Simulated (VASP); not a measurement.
# AlN (F-43m) in VASP: further runs, part 2 of 3

VASP 6.6.1. The steps go on from the part before.

### Step 4. Relaxation of cell and atoms, PBE, target pressure 11 GPa, at which the enthalpy is minimised

This run uses another cell than the first one, of 10.41 Å³/atom, 0.976 times its volume.

File INCAR:

```
PREC = Accurate ; ENCUT = 600
EDIFF = 1E-7 ; ISMEAR = 0
SIGMA = 0.01 ; LREAL = False
LASPH = True ; NELM = 120
ALGO = Normal ; ISIF = 3
LWAVE = False ; LCHARG = False
GGA = PE ; IBRION = 2
NSW = 80 ; EDIFFG = -0.001
PSTRESS = 110.0 ; GGA_COMPAT = False
NELMIN = 4
```

File KPOINTS:

```
Automatic mesh
0
Gamma
  10 10 10
```

File POSCAR:

```
AlN
1.0
    0.0000000000      2.1835316753      2.1835316753
    2.1835316753      0.0000000000      2.1835316753
    2.1835316753      2.1835316753      0.0000000000
Al N
1 1
Direct
    0.0000000000      0.0000000000      0.0000000000
    0.7500000000      0.7500000000      0.7500000000
```

Potentials or basis: VASP PAW PBE potentials, release 64 (Al, N).

On the command line:

```bash
cat potpaw_PBE.64/Al/POTCAR potpaw_PBE.64/N/POTCAR > POTCAR
mpirun -np 1 vasp_std > vasp.out
```

OUTCAR:

```text
PREC = Accurate
   ENCUT = 600
   EDIFF = 1E-7
   ISMEAR = 0
   LREAL = False
   LASPH = True
   NELM = 120
   ISIF = 3
   GGA = PE
   IBRION = 2
   NSW = 80
   EDIFFG = -0.001
   PSTRESS = 110.0
   NELMIN = 4

 ion  position               nearest neighbor table
   1  0.000  0.000  0.000-   2 1.89   2 1.89   2 1.89   2 1.89
   2  0.750  0.750  0.750-   1 1.89   1 1.89   1 1.89   1 1.89

  LATTYP: Found a face centered cubic cell.
 ALAT       =     4.3670633506

  Lattice vectors:

 A1 = (   0.0000000000,   2.1835316753,   2.1835316753)
 A2 = (   2.1835316753,   0.0000000000,   2.1835316753)
 A3 = (   2.1835316753,   2.1835316753,   0.0000000000)

Analysis of symmetry for initial positions (statically):
=====================================================================
 Subroutine PRICEL returns:
 Original cell was already a primitive cell.

 Routine SETGRP: Setting up the symmetry group for a
 face centered cubic supercell.

 Subroutine GETGRP returns: Found 24 space group operations
 (whereof 24 operations were pure point group operations)
 out of a pool of 48 trial point group operations.

The static configuration has the point symmetry T_d .

[... 168 lines left out ...]
  --------------------------------------------------------------------------------------
  -------------------------------------------------------------------------------------
  Total        0.5992553      0.5992553      0.5992553      0.0000000      0.0000000      0.0000000
  in kB       46.1120053     46.1120053     46.1120053      0.0000000      0.0000000      0.0000000
  external PRESSURE =     -63.8879947 kB  Pullay stress =     110.0000000 kB
[... 177 lines left out ...]
--------------------------------------- Ionic step        6  -------------------------------------------

 number of electron       8.0000000 magnetization

 Free energy of the ion-electron system (eV)
  ---------------------------------------------------
  ext. energy  EPLUGINS =         0.00000000
  ---------------------------------------------------
  free energy    TOTEN  =       -14.81329957 eV

  energy without entropy =      -14.81329957  energy(sigma->0) =      -14.81329957

 E-fermi :   6.2924     XC(G=0): -11.0618

 val. band max:        6.2481178279   @ k =   0.0000   0.0000   0.0000
 cond. band min:       9.5811310507   @ k =   0.5000   0.5000   0.0000
 fundamental gap:      3.3330132227
 Fermi energy:         6.2924180735

 k-point     1 :       0.0000    0.0000    0.0000
  band No.  band energies     occupation
      1      -8.9042      2.00000
      2       6.2481      2.00000
      3       6.2481      2.00000
      4       6.2481      2.00000
      5      10.7058      0.00000
      6      19.1009      0.00000
      7      19.1009      0.00000
      8      19.1009      0.00000
[... 243 lines left out ...]
 k-point    24 :       0.4000    0.3000    0.0000
  band No.  band energies     occupation
      1      -6.8170      2.00000
      2       2.0398      2.00000
      3       4.5163      2.00000
      4       4.8216      2.00000
      5      11.2296      0.00000
      6      15.9790      0.00000
      7      18.8595      0.00000
      8      21.1616      0.00000

 [... further k-points ...]
[... 5 lines left out ...]
  --------------------------------------------------------------------------------------
  -------------------------------------------------------------------------------------
  Total        1.3892385      1.3892385      1.3892385      0.0000000     -0.0000000      0.0000000
  in kB      109.9958635    109.9958635    109.9958635      0.0000000     -0.0000000      0.0000000
  external PRESSURE =      -0.0041365 kB  Pullay stress =     110.0000000 kB
[... 21 lines left out ...]
  energy  without entropy=      -14.8132995711  energy(sigma->0) =      -14.81329957

  enthalpy is  TOTEN    =       -13.4240088100 eV   P V=        1.3892907611

 reached required accuracy - stopping structural energy minimisation
```

CONTCAR:

```text
AlN
   1.00000000000000
     0.0000000000000000    2.1628530653698852    2.1628530653698852
     2.1628530653698852   -0.0000000000000000    2.1628530653698852
     2.1628530653698852    2.1628530653698852    0.0000000000000000
  Al              N
     1     1
Direct
     1.0000000000000000    0.0000000000000000    0.0000000000000000
     0.7500000000000000    0.7500000000000000    0.7500000000000000

  0.00000000E+00  0.00000000E+00  0.00000000E+00
  0.00000000E+00  0.00000000E+00  0.00000000E+00
```

Wall time 22 s (1 thread of AMD EPYC 9R45 (Zen 5), shared host); peak memory 0.12 GiB.

What came out:

- Free energy: -14.8133 eV
- Relaxed volume: 10.12 Å³/atom
- Relaxed cell: a = 3.059 Å, b = 3.059 Å, c = 3.059 Å, α = 60.00°, β = 60.00°, γ = 60.00°
- Space group after relaxing (to 0.05 Å): F-43m (No. 216)
- Energy change on relaxing (the enthalpy is what falls): +14.1 meV/atom
- Ionic steps: 6
- Pressure after relaxing: 11.0 GPa
- Band gap on the k mesh: 3.33 eV, indirect (least direct gap 4.46 eV)

The path:
```csv
step,energy change (eV),largest force (eV/Å),pressure (GPa),volume (Å³)
1,0.0000,0.0000,4.61,20.82
2,0.0879,0.0000,19.07,19.60
3,0.0280,0.0000,10.96,20.24
4,0.0288,0.0000,11.10,20.23
5,0.0277,0.0000,10.91,20.24
6,0.0283,0.0000,11.00,20.24
```

Final structure:
```cif
data_structure
_symmetry_space_group_name_H-M 'P 1'
_symmetry_Int_Tables_number 1
_cell_length_a 3.0587
_cell_length_b 3.0587
_cell_length_c 3.0587
_cell_angle_alpha 60.000
_cell_angle_beta 60.000
_cell_angle_gamma 60.000
_cell_volume 20.24
loop_
_atom_site_label
_atom_site_type_symbol
_atom_site_fract_x
_atom_site_fract_y
_atom_site_fract_z
_atom_site_occupancy
Al1 Al 0.00000 0.00000 0.00000 1
N1 N 0.75000 0.75000 0.75000 1
```

Caveat: the cell is relaxed towards a set pressure, so the enthalpy falls and the energy may rise. A k mesh can miss the band edges.

### Step 5. Relaxation of cell and atoms, PBE, target pressure 11 GPa, at which the enthalpy is minimised

This run uses another cell than the first one, of 10.41 Å³/atom, 0.976 times its volume.

File INCAR:

```
ALGO     = Normal         # electronic algorithm
EDIFF    = 1E-7           # SCF threshold, eV
EDIFFG   = -0.001         # ionic threshold
ENCUT    = 600            # plane-wave cutoff, eV
GGA      = PE             # functional
GGA_COMPAT= F            
IBRION   = 2              # ionic algorithm
ISIF     = 3              # what is computed and relaxed
ISMEAR   = 1              # smearing method
LASPH    = T              # aspherical terms in the spheres
LCHARG   = F              # write CHGCAR
LREAL    = F              # projectors in reciprocal space
LWAVE    = F              # write WAVECAR
NELM     = 120            # most SCF steps
NELMIN   = 4            
NSW      = 80             # ionic steps
PREC     = Accurate       # precision mode
PSTRESS  = 110.0        
SIGMA    = 0.05           # smearing width, eV
```

File KPOINTS:

```
k-points
0
Gamma
  10 10 10
```

POSCAR is that of step 4.

Potentials or basis: VASP PAW PBE potentials, release 64 (Al, N).

On the command line:

```bash
cat potpaw_PBE.64/Al/POTCAR potpaw_PBE.64/N/POTCAR > POTCAR
mpirun -np 1 vasp_std > vasp.out
```

OUTCAR:

```text
EDIFF = 1E-7
   EDIFFG = -0.001
   ENCUT = 600
   GGA = PE
   IBRION = 2
   ISIF = 3
   ISMEAR = 1
   LASPH = T
   LREAL = F
   NELM = 120
   NELMIN = 4
   NSW = 80
   PREC = Accurate
   PSTRESS = 110.0

 ion  position               nearest neighbor table
   1  0.000  0.000  0.000-   2 1.89   2 1.89   2 1.89   2 1.89
   2  0.750  0.750  0.750-   1 1.89   1 1.89   1 1.89   1 1.89

  LATTYP: Found a face centered cubic cell.
 ALAT       =     4.3670633506

  Lattice vectors:

 A1 = (   0.0000000000,   2.1835316753,   2.1835316753)
 A2 = (   2.1835316753,   0.0000000000,   2.1835316753)
 A3 = (   2.1835316753,   2.1835316753,   0.0000000000)

Analysis of symmetry for initial positions (statically):
=====================================================================
 Subroutine PRICEL returns:
 Original cell was already a primitive cell.

 Routine SETGRP: Setting up the symmetry group for a
 face centered cubic supercell.

 Subroutine GETGRP returns: Found 24 space group operations
 (whereof 24 operations were pure point group operations)
 out of a pool of 48 trial point group operations.

The static configuration has the point symmetry T_d .

Analysis of symmetry for dynamics (positions and initial velocities):
=====================================================================
 Subroutine PRICEL returns:
 Original cell was already a primitive cell.

 Routine SETGRP: Setting up the symmetry group for a
 face centered cubic supercell.

 Subroutine GETGRP returns: Found 24 space group operations
 (whereof 24 operations were pure point group operations)
 out of a pool of 48 trial point group operations.

The dynamic configuration has the point symmetry T_d .

[... 120 lines left out ...]
  Fermi-wavevector in a.u.,A,eV,Ry     =   1.190151  2.249059 19.272094  1.416459
  Thomas-Fermi vector in A             =   2.326242
   LORBIT       =      0    0 simple, 1 ext, 2 COOP (PROOUT), +10 PAW based schemes
   GGA     = PE    functional components
   LHFCALC =     F    Hartree Fock is set to
   AEXX    =    0.0000 exact exchange contribution
   IVDW    =     0    specifies the selected vdW correction
   LEPSILON=     F    determine dielectric tensor
   LRPA    =     F    only Hartree local field effects (RPA)
 conjugate gradient relaxation of ions
 non-spin polarized calculation
 Methfessel and Paxton  Order N= 1 SIGMA  =   0.05
  energy-cutoff  :      600.00
  volume of cell :       20.82
 maximum number of plane-waves:       725
 NGX is ok and might be reduce to    28
   NGX = 13   NGY = 13   NGZ = 13

--------------------------------------- Ionic step        1  -------------------------------------------

 number of electron       7.9999999 magnetization

 Free energy of the ion-electron system (eV)
  ---------------------------------------------------
  ext. energy  EPLUGINS =         0.00000000
  ---------------------------------------------------
  free energy    TOTEN  =       -14.84150706 eV

  energy without entropy =      -14.84160628  energy(sigma->0) =      -14.84154013

------------------------ aborting loop because EDIFF is reached ----------------------------------------

  FORCE on cell =-STRESS in cart. coord.  units (eV):
  Direction    XX          YY          ZZ          XY          YZ          ZX
  --------------------------------------------------------------------------------------
  -------------------------------------------------------------------------------------
  Total        0.5992459      0.5992459      0.5992459      0.0000000     -0.0000000      0.0000000
  in kB       46.1112826     46.1112826     46.1112826      0.0000000     -0.0000000      0.0000000
  external PRESSURE =     -63.8887174 kB  Pullay stress =     110.0000000 kB
[... 177 lines left out ...]
--------------------------------------- Ionic step        6  -------------------------------------------

 number of electron       8.0000000 magnetization

 Free energy of the ion-electron system (eV)
  ---------------------------------------------------
  ext. energy  EPLUGINS =         0.00000000
  ---------------------------------------------------
  free energy    TOTEN  =       -14.81324582 eV

  energy without entropy =      -14.81334142  energy(sigma->0) =      -14.81327768

 E-fermi :   6.2736     XC(G=0): -11.0618

 val. band max:        6.2481134259   @ k =   0.0000   0.0000   0.0000
 cond. band min:       9.5811359894   @ k =   0.5000   0.5000   0.0000
 fundamental gap:      3.3330225635
 Fermi energy:         6.2736429278

 k-point     1 :       0.0000    0.0000    0.0000
  band No.  band energies     occupation
      1      -8.9042      2.00000
      2       6.2481      1.75173
      3       6.2481      1.75173
      4       6.2481      1.75172
      5      10.7058      0.00000
      6      19.1009      0.00000
      7      19.1009      0.00000
      8      19.1009      0.00000
[... 243 lines left out ...]
 k-point    24 :       0.4000    0.3000    0.0000
  band No.  band energies     occupation
      1      -6.8170      2.00000
      2       2.0398      2.00000
      3       4.5162      2.00000
      4       4.8216      2.00000
      5      11.2296      0.00000
      6      15.9790      0.00000
      7      18.8595      0.00000
      8      21.1616      0.00000

 [... further k-points ...]
[... 5 lines left out ...]
  --------------------------------------------------------------------------------------
  -------------------------------------------------------------------------------------
  Total        1.3892380      1.3892380      1.3892380      0.0000000      0.0000000      0.0000000
  in kB      109.9958678    109.9958678    109.9958678      0.0000000      0.0000000      0.0000000
  external PRESSURE =      -0.0041322 kB  Pullay stress =     110.0000000 kB
[... 21 lines left out ...]
  energy  without entropy=      -14.8133414188  energy(sigma->0) =      -14.81327768

  enthalpy is  TOTEN    =       -13.4239556112 eV   P V=        1.3892902065

 reached required accuracy - stopping structural energy minimisation
```

OSZICAR:

```text
N       E                     dE             d eps       ncg     rms          rms(c)
DAV:   1     0.117176368722E+02    0.11718E+02   -0.44010E+03   792   0.943E+02
DAV:   2    -0.165752198424E+02   -0.28293E+02   -0.26256E+02   968   0.160E+02
DAV:   3    -0.172215380551E+02   -0.64632E+00   -0.64630E+00   912   0.304E+01
DAV:   4    -0.172235382063E+02   -0.20002E-02   -0.20001E-02  1136   0.150E+00
[... 43 lines left out ...]
       N       E                     dE             d eps       ncg     rms          rms(c)
DAV:   1    -0.148132488677E+02    0.52641E-03   -0.84592E-05   760   0.858E-02    0.125E-02
DAV:   2    -0.148132457876E+02    0.30801E-05   -0.18054E-05   792   0.308E-02    0.313E-03
DAV:   3    -0.148132457989E+02   -0.11330E-07   -0.28465E-07   840   0.573E-03    0.104E-03
DAV:   4    -0.148132458177E+02   -0.18748E-07   -0.10017E-08   376   0.106E-03
   6 F= -.13423956E+02 E0= -.13423987E+02  d E =-.237762E-05
```

CONTCAR:

```text
AlN
   1.00000000000000
    -0.0000000000000000    2.1628527775407251    2.1628527775407251
     2.1628527775407251   -0.0000000000000000    2.1628527775407251
     2.1628527775407251    2.1628527775407251   -0.0000000000000000
  Al              N
     1     1
Direct
     1.0000000000000000    1.0000000000000000    1.0000000000000000
     0.7500000000000000    0.7500000000000000    0.7500000000000000

  0.00000000E+00  0.00000000E+00  0.00000000E+00
  0.00000000E+00  0.00000000E+00  0.00000000E+00
```

It took 22 s on 1 thread of AMD EPYC 9R45 (Zen 5), shared host; peak memory 0.12 GiB.

What came out:

* Free energy: -14.8132 eV
* Relaxed volume: 10.12 Å³/atom
* Relaxed cell: a = 3.059 Å, b = 3.059 Å, c = 3.059 Å, α = 60.00°, β = 60.00°, γ = 60.00°
* Space group after relaxing (to 0.05 Å): F-43m (No. 216)
* Energy change on relaxing (the enthalpy is what falls): +14.1 meV/atom
* Ionic steps: 6
* Pressure after relaxing: 11.0 GPa
* Band gap on the k mesh: 3.33 eV, indirect (least direct gap 4.46 eV)

Step by step:
| step | energy change (eV) | largest force (eV/Å) | pressure (GPa) | volume (Å³) |
| --- | --- | --- | --- | --- |
| 1 | 0.0000 | 0.0000 | 4.61 | 20.82 |
| 2 | 0.0879 | 0.0000 | 19.07 | 19.60 |
| 3 | 0.0280 | 0.0000 | 10.96 | 20.24 |
| 4 | 0.0288 | 0.0000 | 11.10 | 20.23 |
| 5 | 0.0277 | 0.0000 | 10.91 | 20.24 |
| 6 | 0.0283 | 0.0000 | 11.00 | 20.24 |

Final structure:
```
Al N
1.0
     0.00000    2.16285    2.16285
     2.16285    0.00000    2.16285
     2.16285    2.16285    0.00000
Al N
1 1
Cartesian
  4.3257 4.3257 4.3257
  3.2443 3.2443 3.2443
```

Levels at points of the mesh, in eV from the valence-band top:
```tsv
k point	band 1	band 2	band 3	band 4	band 5	band 6	band 7	band 8
(0.00, 0.00, 0.00)	-15.15	0.00	0.00	0.00	4.46	12.85	12.85	12.85
(0.50, 0.00, 0.00)	-13.02	-5.98	-0.48	-0.48	7.65	10.07	11.33	11.33
(0.50, 0.50, 0.00)	-12.35	-4.99	-1.80	-1.80	3.33	8.79	14.36	16.10
```

Caveat: the cell is relaxed towards a set pressure, so the enthalpy falls and the energy may rise. A k mesh can miss the band edges.

(Part 2 of 3 ends here.)
